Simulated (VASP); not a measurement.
# MgO (Periclase) in VASP: a series of runs

Runs on MgO (Periclase). Level: PBE. Tasks: single point.

All numbers are computed with VASP 6.6.1; they aren't measurements. Logs are shortened: lines on timing, memory, paths and dates and some standing lists are left out, and cuts for length are marked.

## (1) The cell of the first run

The structure is cubic, space group Fm-3m (No. 225). Conventional cell: a = 4.204 Å, b = 4.204 Å, c = 4.204 Å, α = 90.00°, β = 90.00°, γ = 90.00°. Within 2.8 Å of Mg (site symmetry m-3m) lie 6 O at 2.10 Å. O (site symmetry m-3m) has 6 Mg at 2.10 Å within 2.8 Å.

## (2) Single point, PBE

Input file INCAR:

```
SYSTEM = MgO
PREC = Accurate
ENCUT = 520
EDIFF = 1E-6
ISMEAR = 0
SIGMA = 0.01
LREAL = .False.
LASPH = .True.
NELM = 80
ALGO = Normal
ISIF = 2
LWAVE = .False.
LCHARG = .False.
GGA = PE
NBANDS = 11
```

Input file KPOINTS:

```
regular mesh
0
Gamma
  6 6 6
  0 0 0
```

Input file POSCAR:

```
MgO
1.0
    0.0000000000      2.1021680256      2.1021680256
    2.1021680256      0.0000000000      2.1021680256
    2.1021680256      2.1021680256      0.0000000000
Mg O
1 1
Direct
    0.0000000000      0.0000000000      0.0000000000
    0.5000000000      0.5000000000      0.5000000000
```

Potentials or basis: VASP PAW PBE potentials, release 64 (Mg, O).

The run is started by

```console
$ cat potpaw_PBE.64/Mg/POTCAR potpaw_PBE.64/O/POTCAR > POTCAR
$ mpirun -np 1 vasp_std > vasp.out
```

OUTCAR:

```text
SYSTEM = MgO
   PREC = Accurate
   ENCUT = 520
   EDIFF = 1E-6
   ISMEAR = 0
   LREAL = .False.
   LASPH = .True.
   NELM = 80
   ISIF = 2
   GGA = PE

 ion  position               nearest neighbor table
   1  0.000  0.000  0.000-   2 2.10   2 2.10   2 2.10   2 2.10   2 2.10   2 2.10
   2  0.500  0.500  0.500-   1 2.10   1 2.10   1 2.10   1 2.10   1 2.10   1 2.10

  LATTYP: Found a face centered cubic cell.
 ALAT       =     4.2043360512

  Lattice vectors:

 A1 = (   0.0000000000,   2.1021680256,   2.1021680256)
 A2 = (   2.1021680256,   0.0000000000,   2.1021680256)
 A3 = (   2.1021680256,   2.1021680256,   0.0000000000)

Analysis of symmetry for initial positions (statically):
=====================================================================
 Subroutine PRICEL returns:
 Original cell was already a primitive cell.

 Routine SETGRP: Setting up the symmetry group for a
 face centered cubic supercell.

 Subroutine GETGRP returns: Found 48 space group operations
 (whereof 48 operations were pure point group operations)
 out of a pool of 48 trial point group operations.

The static configuration has the point symmetry O_h .

Analysis of symmetry for dynamics (positions and initial velocities):
=====================================================================
 Subroutine PRICEL returns:
 Original cell was already a primitive cell.

 Routine SETGRP: Setting up the symmetry group for a
 face centered cubic supercell.

 Subroutine GETGRP returns: Found 48 space group operations
 (whereof 48 operations were pure point group operations)
 out of a pool of 48 trial point group operations.

The dynamic configuration has the point symmetry O_h .

 Subroutine INISYM returns: Found 48 space group operations
 (whereof 48 operations are pure point group operations),
 and found     1 'primitive' translations

----------------------------------------------------------------------------------------

                                     Primitive cell

  volume of cell :      18.5794

  direct lattice vectors                    reciprocal lattice vectors
     0.000000000  2.102168026  2.102168026    -0.237849684  0.237849684  0.237849684
     2.102168026  0.000000000  2.102168026     0.237849684 -0.237849684  0.237849684
     2.102168026  2.102168026  0.000000000     0.237849684  0.237849684 -0.237849684

  length of vectors
     2.972914532  2.972914532  2.972914532     0.411967737  0.411967737  0.411967737

  position of ions in fractional coordinates (direct lattice)
     0.000000000  0.000000000  0.000000000
     0.500000000  0.500000000  0.500000000
[... 78 lines left out ...]
   PSTRESS=    0.0 pullay stress
   NELECT =       8.0000    total number of electrons
   NUPDOWN=      -1.0000    fix difference up-down
   EMIN   =  10.00;   EMAX   =-10.00  energy-range for DOS
   EFERMI =   0.00;   METHOD = LEGACY
   ISMEAR =     0;   SIGMA  =   0.01  broadening in eV -4-tet -1-fermi 0-gaus
   EFERMI_NEDOS =   21; number of points for ismear=-14 and -15
   IALGO  =     38    algorithm
   IMIX   =      4    mixing-type and parameters
     AMIX     =   0.40;   BMIX     =  1.00
     AMIX_MAG =   1.60;   BMIX_MAG =  1.00
  volume/ion in A,a.u.               =       9.29        62.69
  Fermi-wavevector in a.u.,A,eV,Ry     =   1.236215  2.336108 20.792804  1.528228
  Thomas-Fermi vector in A             =   2.370833
   LORBIT       =      0    0 simple, 1 ext, 2 COOP (PROOUT), +10 PAW based schemes
   GGA     = PE    functional components
   LHFCALC =     F    Hartree Fock is set to
   AEXX    =    0.0000 exact exchange contribution
   IVDW    =     0    specifies the selected vdW correction
   LEPSILON=     F    determine dielectric tensor
   LRPA    =     F    only Hartree local field effects (RPA)
 non-spin polarized calculation
 Gauss-broadening in eV      SIGMA  =   0.01
  energy-cutoff  :      520.00
  volume of cell :       18.58
 maximum number of plane-waves:       531
 NGX is ok and might be reduce to    24
   NGX = 11   NGY = 11   NGZ = 11

 number of electron       8.0000004 magnetization

 Free energy of the ion-electron system (eV)
  ---------------------------------------------------
  ext. energy  EPLUGINS =         0.00000000
  ---------------------------------------------------
  free energy    TOTEN  =       -11.90221119 eV

  energy without entropy =      -11.90221119  energy(sigma->0) =      -11.90221119

 E-fermi :   3.2937     XC(G=0): -11.1046

 val. band max:        3.2292258318   @ k =   0.0000   0.0000   0.0000
 cond. band min:       8.0090426974   @ k =   0.0000   0.0000   0.0000
 fundamental gap:      4.7798168656
 Fermi energy:         3.2937269741

 k-point     1 :       0.0000    0.0000    0.0000
  band No.  band energies     occupation
      1     -14.0627      2.00000
      2       3.2292      2.00000
      3       3.2292      2.00000
      4       3.2292      2.00000
      5       8.0090      0.00000
      6      19.0595      0.00000
      7      19.0595      0.00000
      8      19.0595      0.00000
      9      22.9909      0.00000
     10      24.7715      0.00000
     11      24.7715      0.00000
[... 197 lines left out ...]
 k-point    16 :      -0.3333    0.5000    0.1667
  band No.  band energies     occupation
      1     -12.4638      2.00000
      2      -0.3493      2.00000
      3       0.9749      2.00000
      4       1.5515      2.00000
      5      13.8021      0.00000
      6      14.7078      0.00000
      7      15.7572      0.00000
      8      19.8022      0.00000
      9      23.4918      0.00000
     10      27.9560      0.00000
     11      29.5164      0.00000

------------------------ aborting loop because EDIFF is reached ----------------------------------------

  FORCE on cell =-STRESS in cart. coord.  units (eV):
  Direction    XX          YY          ZZ          XY          YZ          ZX
  --------------------------------------------------------------------------------------
  -------------------------------------------------------------------------------------
  Total        0.5666686      0.5666686      0.5666686      0.0000000      0.0000000     -0.0000000
  in kB       48.8660722     48.8660722     48.8660722      0.0000000      0.0000000     -0.0000000
  external PRESSURE =      48.8660722 kB  Pullay stress =       0.0000000 kB

 VOLUME and BASIS-vectors are now :
 -----------------------------------------------------------------------------
  energy-cutoff  :      520.00
  volume of cell :       18.58
      direct lattice vectors                 reciprocal lattice vectors
     0.000000000  2.102168026  2.102168026    -0.237849684  0.237849684  0.237849684
     2.102168026  0.000000000  2.102168026     0.237849684 -0.237849684  0.237849684
     2.102168026  2.102168026  0.000000000     0.237849684  0.237849684 -0.237849684

 POSITION                                       TOTAL-FORCE (eV/Angst)
 -----------------------------------------------------------------------------------
      0.00000      0.00000      0.00000         0.000000      0.000000      0.000000
      2.10217      2.10217      2.10217        -0.000000     -0.000000     -0.000000
 -----------------------------------------------------------------------------------
    total drift:                               -0.000000     -0.000000      0.000000

  FREE ENERGIE OF THE ION-ELECTRON SYSTEM (eV)
  ---------------------------------------------------
  free  energy   TOTEN  =       -11.9022111867 eV

  energy  without entropy=      -11.9022111867  energy(sigma->0) =      -11.90221119
```

stdout:

```text
POSCAR found type information on POSCAR MgO
 POSCAR found :  2 types and       2 ions
 scaLAPACK will be used
 LDA part: xc-table for (Slater+PW92), standard interpolation
 POSCAR, INCAR and KPOINTS ok, starting setup
 FFT: planning ... GRIDC
 FFT: planning ... GRID_SOFT
 FFT: planning ... GRID
 WAVECAR not read
 entering main loop
```

It took 4.1 s on 1 thread of Intel Xeon Platinum 8259CL at 2.50GHz (Skylake/Cascade Lake), shared host; peak memory 0.13 GiB.

Results:

| Item | Value |
| --- | --- |
| Free energy | -11.9022 eV |
| Pressure | 4.9 GPa |
| Band gap on the k mesh | 4.78 eV, direct |

Levels at points of the mesh, in eV from the valence-band top:
```
           k point  band 1  band 2  band 3  band 4  band 5  band 6  band 7  band 8
(0.00, 0.00, 0.00)  -17.29    0.00    0.00    0.00    4.78   15.83   15.83   15.83
(0.50, 0.00, 0.00)  -15.99   -4.64   -0.66   -0.66    7.93   12.67   16.37   16.37
(0.50, 0.50, 0.00)  -15.73   -4.11   -1.36   -1.36    9.13   10.03   13.16   19.06
```

Caveat: the k points lie up to 0.43 Å⁻¹ apart.

## (3) Single point, PBE (strain +4.7%)

Input file INCAR:

```
SYSTEM = MgO
PREC = Accurate
ENCUT = 520
EDIFF = 1E-6
ISMEAR = 0
SIGMA = 0.01
LREAL = .FALSE.
LASPH = .TRUE.
NELM = 80
ALGO = Normal
ISIF = 2
LWAVE = .FALSE.
LCHARG = .FALSE.
GGA = PE
NBANDS = 11
```

Input file KPOINTS:

```
regular mesh
0
G
  6 6 6
  0 0 0
```

Input file POSCAR:

```
MgO
1.0
    0.0000000000      2.2007597060      2.2007597060
    2.2007597060      0.0000000000      2.2007597060
    2.2007597060      2.2007597060      0.0000000000
Mg O
1 1
Direct
    0.0000000000      0.0000000000      0.0000000000
    0.5000000000      0.5000000000      0.5000000000
```

Potentials or basis: VASP PAW PBE potentials, release 64 (Mg, O).

The run is started by

```console
$ cat potpaw_PBE.64/Mg/POTCAR potpaw_PBE.64/O/POTCAR > POTCAR
$ mpirun -np 1 vasp_std > vasp.out
```

It took 4 s on 1 thread of Intel Xeon Platinum 8259CL at 2.50GHz (Skylake/Cascade Lake), shared host; peak memory 0.13 GiB.

Results (log left out):

| Item | Value |
| --- | --- |
| Free energy | -11.8169 eV |
| Pressure | -13.1 GPa |
| Band gap on the k mesh | 3.54 eV, direct |

Levels at points of the mesh, in eV from the valence-band top:
```tsv
k point	band 1	band 2	band 3	band 4	band 5	band 6	band 7	band 8	band 9
(0.00, 0.00, 0.00)	-16.64	0.00	0.00	0.00	3.54	15.05	15.05	15.05	18.63
(0.50, 0.00, 0.00)	-15.66	-4.07	-0.52	-0.52	7.09	11.15	14.98	14.98	19.00
(0.50, 0.50, 0.00)	-15.45	-3.57	-1.17	-1.17	8.60	8.93	11.76	17.05	17.05
```

Caveat: the cell differs from its parent crystal (strain +4.7%).

## (4) Single point, PBE (uniaxial y strain +1.5%)

Input file INCAR:

```
SYSTEM = MgO
PREC = Accurate ; ENCUT = 520
EDIFF = 1E-6 ; ISMEAR = 0
SIGMA = 0.01 ; LREAL = .FALSE.
LASPH = .TRUE. ; NELM = 80
ALGO = Normal ; ISIF = 2
LWAVE = .FALSE. ; LCHARG = .FALSE.
GGA = PE ; NBANDS = 11
```

Input file KPOINTS:

```
Automatic mesh
0
G
  6 6 6
  0 0 0
```

Input file POSCAR:

```
MgO
1.0
    0.0000000000      2.1334903292      2.1021680256
    2.1021680256      0.0000000000      2.1021680256
    2.1021680256      2.1334903292      0.0000000000
Mg O
1 1
Direct
    0.0000000000      0.0000000000      0.0000000000
    0.5000000000      0.5000000000      0.5000000000
```

The run is started by

```console
$ cat potpaw_PBE.64/Mg/POTCAR potpaw_PBE.64/O/POTCAR > POTCAR
$ mpirun -np 1 vasp_std > vasp.out
```

It took 5.3 s on 1 thread of Intel Xeon Platinum 8259CL at 2.50GHz (Skylake/Cascade Lake), shared host; peak memory 0.13 GiB.

It converged, with:

* Free energy: -11.9072 eV
* Pressure: 2.5 GPa
* Band gap on the k mesh: 4.61 eV, direct

Stress tensor (GPa, compression positive):
```
3.45 0.00 0.00
0.00 0.54 0.00
0.00 0.00 3.45
```

Levels at points of the mesh, in eV from the valence-band top:
```csv
k point,band 1,band 2,band 3,band 4,band 5,band 6,band 7,band 8
"(0.00, 0.00, 0.00)",-17.24,-0.03,-0.03,0.00,4.61,15.62,15.78,15.78
"(0.50, 0.00, 0.00)",-15.98,-4.60,-0.68,-0.65,7.82,12.48,16.03,16.36
"(0.50, 0.50, 0.00)",-15.71,-4.05,-1.42,-1.33,9.04,9.84,13.05,18.61
"(0.50, 0.00, 0.50)",-15.75,-4.10,-1.31,-1.31,9.19,9.86,12.85,18.93
```

Caveat: the k points lie up to 0.43 Å⁻¹ apart; the cell differs from its parent crystal (uniaxial y strain +1.5%).

[end of part 1 of 2]
